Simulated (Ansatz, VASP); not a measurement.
Ba: VASP beside Ansatz

The input INCAR:

```
PREC = Accurate ; ENCUT = 520
EDIFF = 1E-6 ; ISMEAR = -1
SIGMA = 0.1 ; LREAL = False
LASPH = True ; NELM = 60
ALGO = Normal ; ISIF = 2
LWAVE = False ; LCHARG = True
GGA = PE ; LELF = True
LVHAR = True ; NBANDS = 11
```

KPOINTS

```
regular mesh
0
Gamma
  10 10 10
```

The input POSCAR:

```
Ba
1.0
    0.0000000000      2.6814676077      2.6814676077
    2.6814676077      0.0000000000      2.6814676077
    2.6814676077      2.6814676077      0.0000000000
Ba
1
Direct
    0.0000000000      0.0000000000      0.0000000000
```

Input for Ansatz:

```yaml
crystal:
  lattice:
    - [0.0, 2.6814676077, 2.6814676077]
    - [2.6814676077, 0.0, 2.6814676077]
    - [2.6814676077, 2.6814676077, 0.0]
  atoms:
    - { symbol: Ba, position: [0.0, 0.0, 0.0] }
kpoints:
  mp_grid: { grid: [10, 10, 10] }
scf:
  occupations: { method: fermi_dirac, width: 0.1 }
hamiltonian:
  xc: pbe
  pseudopotentials: { kind: all_electron, lapw: { basis_error: 0.001 } }
output:
  forces: true
  stress: true
  eigenvalues: true
  populations: true
```

Change from the starting cell: volume scaled by 0.6, LAPW.

Alike in both runs: task single point; functional PBE; k mesh 10 × 10 × 10; occupations fermi-dirac, width 0.1 eV; no spin polarisation.

```csv
,VASP,Ansatz
version,VASP 6.6.1,Ansatz 0.2.0
potentials or method,"VASP PAW PBE potentials, release 64 (Ba_sv), cutoff 520 eV","all-electron LAPW, scalar-relativistic"
```

Ansatz gave:

```
pressure (GPa) : 7.5
```

Q: What did VASP give for the same quantities?

A: Pressure (GPa): 8.2.

Ansatz ran all-electron here, and VASP with PAW potentials.

Spin-orbit coupling is off throughout.
